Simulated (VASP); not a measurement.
Write the native input for VASP 6.6.1 that does the following.

```yaml
Task: relaxation of shape and atoms at fixed volume
Functional: PBE
Potentials_or_basis: VASP PAW PBE potentials, release 64 (Si, C)
Cutoff: 600 eV
k_mesh: 12 × 12 × 8
Occupations: gaussian, width 0.05 eV
Spin: no spin polarisation
Dipole_correction: no
Further_INCAR_settings: ALGO = Normal; EDIFF = 1e-06; IBRION = 2; EDIFFG = -0.01; NSW = 60; ISIF = 4
```

The structure of SiC lies in POSCAR:

```
SiC
1.0
    3.0501485548      0.0000000000      0.0000000000
   -1.5250742774      2.6415061338      0.0000000000
    0.0000000000      0.0000000000      5.0057313129
Si C
2 2
Direct
    0.3333333333      0.6666666667      0.0045824632
    0.6666666667      0.3333333333      0.5045824632
    0.3333333333      0.6666666667      0.3804175368
    0.6666666667      0.3333333333      0.8804175368
```

This cell differs from its parent crystal: volume scaled by 0.960.

One way to write it, as run:

INCAR

```
SYSTEM = SiC
PREC = Accurate ; ENCUT = 600
EDIFF = 1E-6 ; ISMEAR = 0
SIGMA = 0.05 ; LREAL = .False.
LASPH = .True. ; NELM = 60
ALGO = Normal ; ISIF = 4
LWAVE = .False. ; LCHARG = .False.
GGA = PE ; IBRION = 2
NSW = 60 ; EDIFFG = -0.01
```

KPOINTS

```
Automatic mesh
0
Gamma
  12 12 8
  0 0 0
```

Potentials or basis: VASP PAW PBE potentials, release 64 (Si, C).

Command:

```console
$ cat potpaw_PBE.64/Si/POTCAR potpaw_PBE.64/C/POTCAR > POTCAR
$ mpirun -np 1 vasp_std > vasp.out
```

Results of the run:

The pressure after relaxing is 9.2 GPa and the largest force after relaxing is 0.007 eV/Å. The band gap on the k mesh is 2.23 eV, indirect (least direct gap 4.02 eV).

Caveat: the relaxation stopped at its first step, so nothing moved.

Wall time 14 s on 1 thread of Intel(R) Xeon(R) 6975P-C (Granite Rapids), on a shared host, peak memory 0.18 GiB.
